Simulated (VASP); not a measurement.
# CoSi (zincblende type) (F-43m) in VASP: a series of runs

Runs on CoSi (zincblende type). Level: PBE. Tasks: single point.

Everything below comes from runs of VASP 6.6.1. Logs are shortened: lines on timing, memory, paths and dates and some standing lists are left out, and cuts for length are marked.

### 1 The cell of the first run

Symmetry: F-43m, No. 216, cubic system. The conventional cell has a = 4.169 Å, b = 4.169 Å, c = 4.169 Å, α = 90.00°, β = 90.00°, γ = 90.00°. Within 2.4 Å of Co (site symmetry -43m) lie 4 Si at 1.81 Å. Within 2.4 Å of Si (site symmetry -43m) lie 4 Co at 1.81 Å.

### 2 Single point, PBE, collinear spin, ferromagnetic start

The input, INCAR:

```
  ALGO = Normal
  EDIFF = 1E-6
  ENCUT = 520
  GGA = PE
  ISIF = 2
  ISMEAR = -5
  ISPIN = 2
  LASPH = True
  LCHARG = True
  LELF = True
  LMAXMIX = 4
  LORBIT = 11
  LREAL = False
  LVHAR = True
  LWAVE = False
  MAGMOM = 1.7 0
  NBANDS = 18
  NELM = 150
  PREC = Accurate
  SIGMA = 0.1
```

The input, KPOINTS:

```
k-points
0
Gamma
  14 14 14
```

The input, POSCAR:

```
CoSi
1.0
    0.0000000000      2.0847026828      2.0847026828
    2.0847026828      0.0000000000      2.0847026828
    2.0847026828      2.0847026828      0.0000000000
Co Si
1 1
Direct
    0.0000000000      0.0000000000      0.0000000000
    0.2500000000      0.2500000000      0.2500000000
```

Potentials or basis: VASP PAW PBE potentials, release 64 (Co, Si).

The run is started by

```
$ cat potpaw_PBE.64/Co/POTCAR potpaw_PBE.64/Si/POTCAR > POTCAR
$ mpirun -np 1 vasp_std > vasp.out
```

OUTCAR:

```text
EDIFF = 1E-6
   ENCUT = 520
   GGA = PE
   ISIF = 2
   ISMEAR = -5
   ISPIN = 2
   LASPH = True
   LORBIT = 11
   LREAL = False
   NELM = 150
   PREC = Accurate

 ion  position               nearest neighbor table
   1  0.000  0.000  0.000-   2 1.81   2 1.81   2 1.81   2 1.81
   2  0.250  0.250  0.250-   1 1.81   1 1.81   1 1.81   1 1.81

  LATTYP: Found a face centered cubic cell.
 ALAT       =     4.1694053656

  Lattice vectors:

 A1 = (   0.0000000000,   2.0847026828,   2.0847026828)
 A2 = (   2.0847026828,   0.0000000000,   2.0847026828)
 A3 = (   2.0847026828,   2.0847026828,   0.0000000000)

Analysis of symmetry for initial positions (statically):
=====================================================================
 Subroutine PRICEL returns:
 Original cell was already a primitive cell.

 Routine SETGRP: Setting up the symmetry group for a
 face centered cubic supercell.

 Subroutine GETGRP returns: Found 24 space group operations
 (whereof 24 operations were pure point group operations)
 out of a pool of 48 trial point group operations.

The static configuration has the point symmetry T_d .

Analysis of symmetry for dynamics (positions and initial velocities):
=====================================================================
 Subroutine PRICEL returns:
 Original cell was already a primitive cell.

 Routine SETGRP: Setting up the symmetry group for a
 face centered cubic supercell.

 Subroutine GETGRP returns: Found 24 space group operations
 (whereof 24 operations were pure point group operations)
 out of a pool of 48 trial point group operations.

The dynamic configuration has the point symmetry T_d .

Analysis of structural, dynamic, and magnetic symmetry:
=====================================================================
 Subroutine PRICEL returns:
 Original cell was already a primitive cell.

 Routine SETGRP: Setting up the symmetry group for a
 face centered cubic supercell.

 Subroutine GETGRP returns: Found 24 space group operations
 (whereof 24 operations were pure point group operations)
 out of a pool of 48 trial point group operations.

The overall configuration has the point symmetry T_d .

 Subroutine INISYM returns: Found 24 space group operations
 (whereof 24 operations are pure point group operations),
 and found     1 'primitive' translations

----------------------------------------------------------------------------------------

[... 111 lines left out ...]
   IALGO  =     38    algorithm
   IMIX   =      4    mixing-type and parameters
     AMIX     =   0.40;   BMIX     =  1.00
     AMIX_MAG =   1.60;   BMIX_MAG =  1.00
  volume/ion in A,a.u.               =       9.06        61.14
  Fermi-wavevector in a.u.,A,eV,Ry     =   1.465554  2.769495 29.223253  2.147849
  Thomas-Fermi vector in A             =   2.581397
   LORBIT       =     11    0 simple, 1 ext, 2 COOP (PROOUT), +10 PAW based schemes
   GGA     = PE    functional components
   LHFCALC =     F    Hartree Fock is set to
   AEXX    =    0.0000 exact exchange contribution
   IVDW    =     0    specifies the selected vdW correction
   LEPSILON=     F    determine dielectric tensor
   LRPA    =     F    only Hartree local field effects (RPA)
 spin polarized calculation
 Fermi weights with tetrahedron method with Bloechl corrections
  energy-cutoff  :      520.00
  volume of cell :       18.12
 maximum number of plane-waves:       531
 NGX is ok and might be reduce to    24
   NGX = 11   NGY = 11   NGZ = 11

 number of electron      12.9999997 magnetization       0.0077424

 number of electron      12.9999997 magnetization      -0.0004281

 Free energy of the ion-electron system (eV)
  ---------------------------------------------------
  ext. energy  EPLUGINS =         0.00000000
  ---------------------------------------------------
  free energy    TOTEN  =        -5.61001537 eV

  energy without entropy =       -5.61001537  energy(sigma->0) =       -5.61001537

 E-fermi :  14.6711     XC(G=0): -13.5120

 val. band max:       14.7095297587   @ k =  -0.2857   0.3571   0.0714
 cond. band min:      14.6999307033   @ k =   0.5000   0.4286   0.0000
 fundamental gap:     -0.0095990553
 Fermi energy:        14.6711486529

 spin component 1

 k-point     1 :       0.0000    0.0000    0.0000
  band No.  band energies     occupation
      1       0.5053      1.00000
      2       9.9413      1.00000
      3       9.9413      1.00000
      4       9.9413      1.00000
      5      11.7751      1.00000
      6      11.7751      1.00000
[... 493 lines left out ...]
     17      40.0529      0.00000
     18      41.2722      0.00000

 [... further k-points ...]

 spin component 2

 k-point     1 :       0.0000    0.0000    0.0000
  band No.  band energies     occupation
      1       0.5056      1.00000
      2       9.9419      1.00000
      3       9.9419      1.00000
      4       9.9419      1.00000
      5      11.7758      1.00000
      6      11.7758      1.00000
[... 493 lines left out ...]
     17      40.0532      0.00000
     18      41.2725      0.00000

 [... further k-points ...]
[... 5 lines left out ...]
  --------------------------------------------------------------------------------------
  -------------------------------------------------------------------------------------
  Total       24.7911344     24.7911344     24.7911344      0.0000000     -0.0000000     -0.0000000
  in kB     2192.0204939   2192.0204939   2192.0204939      0.0000000     -0.0000000     -0.0000000
  external PRESSURE =    2192.0204939 kB  Pullay stress =       0.0000000 kB

 VOLUME and BASIS-vectors are now :
 -----------------------------------------------------------------------------
  energy-cutoff  :      520.00
  volume of cell :       18.12
      direct lattice vectors                 reciprocal lattice vectors
     0.000000000  2.084702683  2.084702683    -0.239842355  0.239842355  0.239842355
     2.084702683  0.000000000  2.084702683     0.239842355 -0.239842355  0.239842355
     2.084702683  2.084702683  0.000000000     0.239842355  0.239842355 -0.239842355

 POSITION                                       TOTAL-FORCE (eV/Angst)
 -----------------------------------------------------------------------------------
      0.00000      0.00000      0.00000         0.000000      0.000000      0.000000
      1.04235      1.04235      1.04235        -0.000000     -0.000000     -0.000000
 -----------------------------------------------------------------------------------
    total drift:                                0.000001      0.000001      0.000001

  FREE ENERGIE OF THE ION-ELECTRON SYSTEM (eV)
  ---------------------------------------------------
  free  energy   TOTEN  =        -5.6100153657 eV

  energy  without entropy=       -5.6100153657  energy(sigma->0) =       -5.61001537

 total charge

# of ion       s       p       d       tot
------------------------------------------
    1        0.829   0.802   8.394  10.026
    2        0.955   1.246   0.000   2.201
--------------------------------------------------
tot          1.784   2.048   8.394  12.226

 magnetization (x)

# of ion       s       p       d       tot
------------------------------------------
    1       -0.000  -0.000   0.000   0.000
    2        0.000   0.000   0.000   0.000
--------------------------------------------------
tot          0.000   0.000   0.000   0.000
```

OSZICAR:

```text
N       E                     dE             d eps       ncg     rms          rms(c)
DAV:   1     0.639985155007E+02    0.63999E+02   -0.52307E+03  7720   0.806E+02
DAV:   2    -0.228233840835E+01   -0.66281E+02   -0.58998E+02  8290   0.181E+02
DAV:   3    -0.571758190787E+01   -0.34352E+01   -0.33855E+01  8796   0.428E+01
DAV:   4    -0.575697252655E+01   -0.39391E-01   -0.39346E-01  9038   0.428E+00
DAV:   5    -0.575773766030E+01   -0.76513E-03   -0.76478E-03  9282   0.583E-01    0.168E+01
DAV:   6    -0.598327393124E+01   -0.22554E+00   -0.35517E+00  8624   0.257E+01    0.571E+00
DAV:   7    -0.570931351947E+01    0.27396E+00   -0.19987E+00  8684   0.212E+01    0.678E+00
DAV:   8    -0.560999173818E+01    0.99322E-01   -0.16136E-01 10814   0.506E+00    0.206E+00
DAV:   9    -0.561040668826E+01   -0.41495E-03   -0.17196E-02  9326   0.851E-01    0.555E-01
DAV:  10    -0.561016647961E+01    0.24021E-03   -0.54919E-04  9784   0.201E-01    0.172E-01
DAV:  11    -0.561000824603E+01    0.15823E-03   -0.20361E-04  8382   0.105E-01    0.594E-02
DAV:  12    -0.561001546793E+01   -0.72219E-05   -0.44408E-05  8432   0.639E-02    0.302E-02
DAV:  13    -0.561001536571E+01    0.10222E-06   -0.40479E-06  8530   0.194E-02
   1 F= -.56100154E+01 E0= -.56100154E+01  d E =0.000000E+00  mag=     0.0001
```

Wall time 2 min (1 thread of AMD EPYC 7R13, shared host); peak memory 0.16 GiB.

Results:

- Free energy: -5.6100 eV
- Pressure: 219.2 GPa
- Net moment: 0.00 μB per cell
- Valence electrons inside the program's atomic spheres: Co 10.03; Si 2.20

Caveat: the cell stands under pressure; the moments typed at the start vanished in this run; tetrahedron occupations give inexact forces and stress in metals.

(Continued in part 2 of 2.)
